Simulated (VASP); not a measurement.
# I (P6/mmm) in VASP: further runs

The runs below take I through single point, relaxation of cell and atoms, with PBEsol.

All numbers are computed with VASP 6.6.1; they aren't measurements. Logs are shortened: lines on timing, memory, paths and dates and some standing lists are left out, and cuts for length are marked.

**1. The cell of the first run**

Symmetry: P6/mmm, No. 191, hexagonal system. Conventional cell: a = 4.087 Å, b = 4.087 Å, c = 2.908 Å, α = 90.00°, β = 90.00°, γ = 120.00°. Within 3.8 Å of I (site symmetry 6/mmm) lie 2 I at 2.91 Å.

**2. Single point, PBEsol**

INCAR reads:

```
SYSTEM = I
PREC = Accurate
ENCUT = 520
EDIFF = 1E-6
ISMEAR = 0
SIGMA = 0.1
LREAL = .False.
LASPH = .True.
NELM = 60
ALGO = Normal
ISIF = 2
LWAVE = .False.
LCHARG = .False.
GGA = PS
NBANDS = 10
```

KPOINTS reads:

```
regular mesh
0
Gamma
  18 18 18
  0 0 0
```

POSCAR reads:

```
I
1.0
    4.0869340123      0.0000000000      0.0000000000
   -2.0434670062      3.5393886782      0.0000000000
    0.0000000000      0.0000000000      2.9076756361
I
1
Direct
    0.0000000000      0.0000000000      0.0000000000
```

Potentials or basis: VASP PAW PBE potentials, release 64 (I).

On the command line:

```bash
$ cat potpaw_PBE.64/I/POTCAR > POTCAR
$ mpirun -np 1 vasp_std > vasp.out
```

OUTCAR:

```text
SYSTEM = I
   PREC = Accurate
   ENCUT = 520
   EDIFF = 1E-6
   ISMEAR = 0
   LREAL = .False.
   LASPH = .True.
   NELM = 60
   ISIF = 2
   GGA = PS

 ion  position               nearest neighbor table
   1  0.000  0.000  0.000-

  LATTYP: Found a hexagonal cell.
 ALAT       =     4.0869340123
 C/A-ratio  =     0.7114564677

  Lattice vectors:

 A1 = (   4.0869340123,   0.0000000000,   0.0000000000)
 A2 = (  -2.0434670062,   3.5393886782,   0.0000000000)
 A3 = (   0.0000000000,   0.0000000000,   2.9076756361)

Analysis of symmetry for initial positions (statically):
=====================================================================
 Subroutine PRICEL returns:
 Original cell was already a primitive cell.

 Routine SETGRP: Setting up the symmetry group for a
 hexagonal supercell.

 Subroutine GETGRP returns: Found 24 space group operations
 (whereof 24 operations were pure point group operations)
 out of a pool of 24 trial point group operations.

The static configuration has the point symmetry D_6h.

Analysis of symmetry for dynamics (positions and initial velocities):
=====================================================================
 Subroutine PRICEL returns:
 Original cell was already a primitive cell.

 Routine SETGRP: Setting up the symmetry group for a
 hexagonal supercell.

 Subroutine GETGRP returns: Found 24 space group operations
 (whereof 24 operations were pure point group operations)
 out of a pool of 24 trial point group operations.

The dynamic configuration has the point symmetry D_6h.

 Subroutine INISYM returns: Found 24 space group operations
 (whereof 24 operations are pure point group operations),
 and found     1 'primitive' translations

----------------------------------------------------------------------------------------

                                     Primitive cell

  volume of cell :      42.0602

  direct lattice vectors                    reciprocal lattice vectors
     4.086934012  0.000000000  0.000000000     0.244682199  0.141267333  0.000000000
    -2.043467006  3.539388678  0.000000000     0.000000000  0.282534667  0.000000000
     0.000000000  0.000000000  2.907675636     0.000000000  0.000000000  0.343917316

  length of vectors
     4.086934012  4.086934012  2.907675636     0.282534667  0.282534667  0.343917316

  position of ions in fractional coordinates (direct lattice)
     0.000000000  0.000000000  0.000000000

  ion indices of the primitive-cell ions
   primitive index   ion index
                 1           1

----------------------------------------------------------------------------------------

 KPOINTS: regular mesh

Automatic generation of k-mesh.
 Grid dimensions read from file:
 generate k-points for:   18   18   18

 Generating k-lattice:

  Cartesian coordinates                     Fractional coordinates (reciprocal lattice)
     0.013593455  0.007848185  0.000000000     0.055555556 -0.000000000  0.000000000
     0.000000000  0.015696370  0.000000000     0.000000000  0.055555556  0.000000000
     0.000000000  0.000000000  0.019106518     0.000000000  0.000000000  0.055555556

  Length of vectors
     0.015696370  0.015696370  0.019106518

  Shift w.r.t. Gamma in fractional coordinates (k-lattice)
     0.000000000  0.000000000  0.000000000

 Subroutine IBZKPT returns following result:
 ===========================================

 Found    370 irreducible k-points:

 Following reciprocal coordinates:
            Coordinates               Weight
  0.000000  0.000000  0.000000      1.000000
  0.055556  0.000000  0.000000      6.000000
  0.111111  0.000000  0.000000      6.000000
  0.166667  0.000000  0.000000      6.000000
  0.222222  0.000000  0.000000      6.000000
  0.277778  0.000000  0.000000      6.000000
[... 16 lines left out ...]
  0.333333  0.111111  0.000000     12.000000
  0.388889  0.111111  0.000000     12.000000
 [... further k-points ...]
   k-points           NKPTS =    370   k-points in BZ     NKDIM =    370   number of bands    NBANDS=     10
   number of dos      NEDOS =    301   number of ions     NIONS =      1
   total plane-waves  NPLWV =  21600
   dimension x,y,z NGX =    30 NGY =   30 NGZ =   24
   dimension x,y,z NGXF=    60 NGYF=   60 NGZF=   48
   ions per type =               1
   NGX,Y,Z   is equivalent  to a cutoff of  12.20, 12.20, 13.72 a.u.
   NGXF,Y,Z  is equivalent  to a cutoff of  24.41, 24.41, 27.44 a.u.
 SYSTEM =  I
   PREC   = accura    normal or accurate (medium, high low for compatibility)
   ISTART =      0    job   : 0-new  1-cont  2-samecut
   ICHARG =      2    charge: 1-file 2-atom 10-const
   ISPIN  =      1    spin polarized calculation?
   LNONCOLLINEAR =      F non collinear calculations
   LSORBIT =      F    spin-orbit coupling
   LASPH  =      T    aspherical Exc in radial PAW
   ENCUT  =  520.0 eV  38.22 Ry    6.18 a.u.   7.60  7.60  5.41*2*pi/ulx,y,z
   NELM   =     60;   NELMIN=  2; NELMDL= -5     # of ELM steps
   EDIFF  = 0.1E-05   stopping-criterion for ELM
   LREAL  =      F    real-space projection
   EDIFFG = 0.1E-04   stopping-criterion for IOM
   NSW    =      0    number of steps for IOM
   IBRION =     -1    ionic relax: 0-MD 1-quasi-New 2-CG
   NFREE  =      0    steps in history (QN), initial steepest desc. (CG)
   ISIF   =      2    stress and relaxation
   ISYM   =      2    0-nonsym 1-usesym 2-fastsym
   POTIM  = 0.5000    time-step for ionic-motion
   TEBEG  =    0.0;   TEEND  =   0.0 temperature during run
   PSTRESS=    0.0 pullay stress
   NELECT =       7.0000    total number of electrons
   NUPDOWN=      -1.0000    fix difference up-down
   EMIN   =  10.00;   EMAX   =-10.00  energy-range for DOS
   EFERMI =   0.00;   METHOD = LEGACY
   ISMEAR =     0;   SIGMA  =   0.10  broadening in eV -4-tet -1-fermi 0-gaus
   EFERMI_NEDOS =   21; number of points for ismear=-14 and -15
   IALGO  =     38    algorithm
   IMIX   =      4    mixing-type and parameters
     AMIX     =   0.40;   BMIX     =  1.00
     AMIX_MAG =   1.60;   BMIX_MAG =  1.00
  volume/ion in A,a.u.               =      42.06       283.84
  Fermi-wavevector in a.u.,A,eV,Ry     =   0.900500  1.701698 11.032960  0.810900
  Thomas-Fermi vector in A             =   2.023465
   LORBIT       =      0    0 simple, 1 ext, 2 COOP (PROOUT), +10 PAW based schemes
   GGA     = PS    functional components
   LHFCALC =     F    Hartree Fock is set to
   AEXX    =    0.0000 exact exchange contribution
   IVDW    =     0    specifies the selected vdW correction
   LEPSILON=     F    determine dielectric tensor
   LRPA    =     F    only Hartree local field effects (RPA)
 non-spin polarized calculation
 Gauss-broadening in eV      SIGMA  =   0.10
  energy-cutoff  :      520.00
  volume of cell :       42.06
 maximum number of plane-waves:      1153
   NGX = 15   NGY = 15   NGZ = 11

 number of electron       6.9999999 magnetization

 Free energy of the ion-electron system (eV)
  ---------------------------------------------------
  ext. energy  EPLUGINS =         0.00000000
  ---------------------------------------------------
  free energy    TOTEN  =        -1.67483462 eV

  energy without entropy =       -1.67118885  energy(sigma->0) =       -1.67301174

 E-fermi :   2.7572     XC(G=0):  -8.2426

 val. band max:        2.7561625397   @ k =   0.2778   0.1111   0.5000
 cond. band min:       2.7717681950   @ k =   0.3889   0.0000   0.4444
 fundamental gap:      0.0156056553
 Fermi energy:         2.7572108777

 k-point     1 :       0.0000    0.0000    0.0000
  band No.  band energies     occupation
      1     -10.9895      2.00000
      2       1.3708      2.00000
      3       1.3708      2.00000
      4       6.1301      0.00000
      5       7.0090      0.00000
      6      10.7382      0.00000
      7      10.7382      0.00000
      8      12.3899      0.00000
      9      13.3243      0.00000
     10      20.9067      0.00000

 k-point     2 :       0.0556    0.0000    0.0000
  band No.  band energies     occupation
      1     -10.9786      2.00000
      2       1.2550      2.00000
      3       1.3497      2.00000
      4       6.1384      0.00000
      5       7.1579      0.00000
      6      10.5494      0.00000
      7      10.8255      0.00000
      8      12.4091      0.00000
      9      13.6372      0.00000
     10      20.7737      0.00000

 k-point     3 :       0.1111    0.0000    0.0000
  band No.  band energies     occupation
      1     -10.9469      2.00000
      2       0.9479      2.00000
      3       1.2901      2.00000
      4       6.1624      0.00000
      5       7.5448      0.00000
      6      10.1820      0.00000
      7      11.0832      0.00000
      8      12.4656      0.00000
      9      14.3957      0.00000
     10      20.3061      0.00000

 k-point     4 :       0.1667    0.0000    0.0000
  band No.  band energies     occupation
      1     -10.8972      2.00000
      2       0.5333      2.00000
      3       1.2020      2.00000
      4       6.1996      0.00000
      5       7.9928      0.00000
      6       9.9349      0.00000
      7      11.5005      0.00000
      8      12.5566      0.00000
      9      15.3919      0.00000
     10      19.7906      0.00000
[... 222 lines left out ...]
 k-point    22 :       0.2778    0.1111    0.0000
  band No.  band energies     occupation
      1     -10.6820      2.00000
      2      -0.6855      2.00000
      3       0.6832      2.00000
      4       6.3575      0.00000
      5       8.4304      0.00000
      6      10.9357      0.00000
      7      12.9595      0.00000
      8      14.2900      0.00000
      9      18.5242      0.00000
     10      18.6306      0.00000

 k-point    23 :       0.3333    0.1111    0.0000
  band No.  band energies     occupation
      1     -10.6293      2.00000
      2      -0.9300      2.00000
      3       0.5814      2.00000
      4       6.3953      0.00000
      5       8.2617      0.00000
      6      11.7961      0.00000
      7      13.0751      0.00000
      8      15.2080      0.00000
      9      17.8409      0.00000
     10      18.2926      0.00000

 k-point    24 :       0.3889    0.1111    0.0000
  band No.  band energies     occupation
      1     -10.5941      2.00000
      2      -1.0844      2.00000
      3       0.5171      2.00000
      4       6.4203      0.00000
      5       8.1550      0.00000
      6      12.5781      0.00000
      7      13.1389      0.00000
      8      15.9709      0.00000
      9      16.9685      0.00000
     10      18.1584      0.00000

 [... further k-points ...]

------------------------ aborting loop because EDIFF is reached ----------------------------------------

  FORCE on cell =-STRESS in cart. coord.  units (eV):
  Direction    XX          YY          ZZ          XY          YZ          ZX
  --------------------------------------------------------------------------------------
  -------------------------------------------------------------------------------------
  Total       -0.0064552     -0.0064552     -0.0150421      0.0000000     -0.0000000     -0.0000000
  in kB       -0.2458946     -0.2458946     -0.5729891      0.0000000     -0.0000000     -0.0000000
  external PRESSURE =      -0.3549261 kB  Pullay stress =       0.0000000 kB

 VOLUME and BASIS-vectors are now :
 -----------------------------------------------------------------------------
  energy-cutoff  :      520.00
  volume of cell :       42.06
      direct lattice vectors                 reciprocal lattice vectors
     4.086934012  0.000000000  0.000000000     0.244682199  0.141267333  0.000000000
    -2.043467006  3.539388678  0.000000000     0.000000000  0.282534667  0.000000000
     0.000000000  0.000000000  2.907675636     0.000000000  0.000000000  0.343917316

 POSITION                                       TOTAL-FORCE (eV/Angst)
 -----------------------------------------------------------------------------------
      0.00000      0.00000      0.00000         0.000000      0.000000      0.000000
 -----------------------------------------------------------------------------------
    total drift:                                0.000000      0.000000      0.000000

  FREE ENERGIE OF THE ION-ELECTRON SYSTEM (eV)
  ---------------------------------------------------
  free  energy   TOTEN  =        -1.6748346228 eV

  energy  without entropy=       -1.6711888529  energy(sigma->0) =       -1.67301174
```

Wall time 40 s (1 thread of Intel Xeon 6975P-C (Granite Rapids), shared host); peak memory 0.26 GiB.

What came out:

```
Free energy : -1.6748 eV
Pressure    : 0.0 GPa
```

Caveat: the PAW data sets were made with another functional, which shifts forces and pressure a little; spin-orbit coupling is left out, which moves the levels of the heavy elements; an odd number of electrons without spin polarisation forces a metal; a magnetic or distorted state may lie lower.

**3. Single point, PBEsol**

This run uses another cell than the first one, of 39.65 Å³/atom, 0.943 times its volume.

INCAR reads:

```
SYSTEM = I
ALGO = Normal
EDIFF = 1E-6
ENCUT = 520
GGA = PS
ISIF = 2
ISMEAR = 0
LASPH = .TRUE.
LCHARG = .FALSE.
LREAL = .FALSE.
LWAVE = .FALSE.
NBANDS = 10
NELM = 80
PREC = Accurate
SIGMA = 0.1
```

KPOINTS reads:

```
k-points
0
G
  18 18 16
  0 0 0
```

POSCAR reads:

```
I
1.0
    3.9345356848      0.0000000000      0.0000000000
   -1.9672678424      3.4074078551      0.0000000000
    0.0000000000      0.0000000000      2.9573698804
I
1
Direct
    0.0000000000      0.0000000000      0.0000000000
```

Potentials or basis: VASP PAW PBE potentials, release 64 (I).

On the command line:

```bash
$ cat potpaw_PBE.64/I/POTCAR > POTCAR
$ mpirun -np 1 vasp_std > vasp.out
```

Run time: 34 s. Hardware: 1 thread of Intel Xeon 6975P-C (Granite Rapids), shared host; peak memory 0.25 GiB.

It converged, with:

```
Free energy : -1.6518 eV
Pressure    : 0.0 GPa
```

Stress tensor (GPa, compression positive):
```
 0.03  0.00  0.00
 0.00  0.03  0.00
 0.00  0.00 -0.15
```

Levels at points of the mesh, in eV from the Fermi level:
| k point | band 1 | band 2 | band 3 | band 4 | band 5 | band 6 | band 7 | band 8 |
| --- | --- | --- | --- | --- | --- | --- | --- | --- |
| (0.00, 0.00, 0.00) | -13.68 | -0.96 | -0.96 | 2.97 | 4.65 | 8.31 | 8.31 | 9.16 |
| (0.50, 0.00, 0.00) | -13.13 | -4.15 | -1.72 | 3.38 | 4.92 | 10.16 | 11.91 | 14.29 |
| (0.00, 0.00, 0.50) | -11.36 | -5.65 | 0.80 | 0.80 | 8.52 | 8.76 | 9.38 | 9.38 |
| (0.50, 0.00, 0.50) | -10.81 | -5.08 | -2.00 | 0.12 | 4.19 | 8.06 | 8.12 | 9.93 |

Caveat: the PAW data sets were made with another functional, which shifts forces and pressure a little; spin-orbit coupling is left out, which moves the levels of the heavy elements; an odd number of electrons without spin polarisation forces a metal; a magnetic or distorted state may lie lower.

**4. Relaxation of cell and atoms, PBEsol**

This run uses another cell than the first one, of 35.44 Å³/atom, 0.843 times its volume.

INCAR reads:

```
  ALGO = Normal
  EDIFF = 1E-6
  EDIFFG = -0.01
  ENCUT = 600
  GGA = PS
  IBRION = 2
  ISIF = 3
  ISMEAR = 0
  LASPH = T
  LCHARG = F
  LREAL = F
  LWAVE = F
  NELM = 80
  NSW = 100
  PREC = Accurate
  SIGMA = 0.1
```

KPOINTS reads:

```
k-points
0
Gamma
  18 18 16
```

POSCAR reads:

```
I
1.0
    3.5198637679      0.0000000000      0.0000000000
   -1.7599318840      3.0482914409      0.0000000000
    0.0000000000      0.0000000000      3.3030948407
I
1
Direct
    0.0000000000      0.0000000000      0.0000000000
```

On the command line:

```bash
$ cat potpaw_PBE.64/I/POTCAR > POTCAR
$ mpirun -np 1 vasp_std > vasp.out
```

Run time: 14 min. Hardware: 1 thread of Oxide Virtual Turin-like, shared host; peak memory 0.22 GiB.

The run converged. Its results:

- Free energy: -1.6517 eV
- Relaxed volume: 39.92 Å³/atom
- Relaxed cell: a = 3.952 Å, b = 3.952 Å, c = 2.952 Å, α = 90.00°, β = 90.00°, γ = 120.00°
- Space group after relaxing (to 0.05 Å): P6/mmm (No. 191)
- Energy gained by relaxing: 197.1 meV/atom
- Ionic steps: 13
- Pressure after relaxing: 0.0 GPa

Step by step:
| step | energy change (eV) | largest force (eV/Å) | pressure (GPa) | volume (Å³) |
| --- | --- | --- | --- | --- |
| 1 | 0.0000 | 0.0000 | 0.04 | 35.44 |
| 2 | -0.0768 | 0.0000 | 0.26 | 35.43 |
| 3 | -0.1669 | 0.0000 | 2.36 | 35.23 |
| 4 | -0.1662 | 0.0000 | 2.81 | 35.19 |
| 5 | -0.1871 | 0.0000 | 1.67 | 37.61 |
| 6 | -0.1890 | 0.0000 | 1.44 | 38.41 |
| 7 | -0.1953 | 0.0000 | -0.47 | 39.76 |
| 8 | -0.1969 | 0.0000 | 0.09 | 39.32 |
| 9 | -0.1969 | 0.0000 | 0.07 | 39.34 |
| 10 | -0.1970 | 0.0000 | 0.09 | 39.43 |
| 11 | -0.1972 | 0.0000 | 0.01 | 39.68 |
| 12 | -0.1972 | 0.0000 | 0.03 | 39.76 |
| 13 | -0.1971 | 0.0000 | -0.04 | 39.92 |

Final structure:
```
I
1.0
     3.95161    0.00000    0.00000
    -1.97581    3.42219    0.00000
     0.00000    0.00000    2.95232
I
1
Direct
  0.00000 0.00000 0.00000
```

Levels at points of the mesh, in eV from the Fermi level:
```
           k point  band 1  band 2  band 3  band 4  band 5  band 6  band 7
(0.00, 0.00, 0.00)  -13.68   -1.00   -1.00    3.02    4.61    8.28    8.28
(0.50, 0.00, 0.00)  -13.14   -4.12   -1.75    3.42    4.92   10.18   11.83
(0.00, 0.00, 0.50)  -11.33   -5.66    0.78    0.78    8.50    8.74    9.32
(0.50, 0.00, 0.50)  -10.80   -5.10   -1.95    0.12    4.22    8.02    8.14
```

Caveat: the PAW data sets were made with another functional, which shifts forces and pressure a little; spin-orbit coupling is left out, which moves the levels of the heavy elements; an odd number of electrons without spin polarisation forces a metal; a magnetic or distorted state may lie lower.

**5. Overview**

```csv
task,cell,k mesh,cutoff (eV),gap on the mesh (eV),pressure (GPa)
single point,"a = 4.087, b = 4.087, c = 2.908 Å, angles 90.0, 90.0, 120.0°, 1 atom",18 × 18 × 18,520,none,0.0
single point,"a = 3.935, b = 3.935, c = 2.957 Å, angles 90.0, 90.0, 120.0°, 1 atom",18 × 18 × 16,520,none,0.0
relaxation of cell and atoms,"relaxed from a = 3.520, b = 3.520, c = 3.303 Å, angles 90.0, 90.0, 120.0°, 1 atom",18 × 18 × 16,600,none,0.0
```

Alike in all rows: level PBEsol; potentials or basis VASP PAW PBE potentials, release 64 (I); no spin polarisation; smearing gaussian 0.1 eV.

Caveats: the PAW data sets were made with another functional, which shifts forces and pressure a little; spin-orbit coupling is left out, which moves the levels of the heavy elements; an odd number of electrons without spin polarisation forces a metal; a magnetic or distorted state may lie lower.

Absolute energies hang on the potentials; compare differences alone.
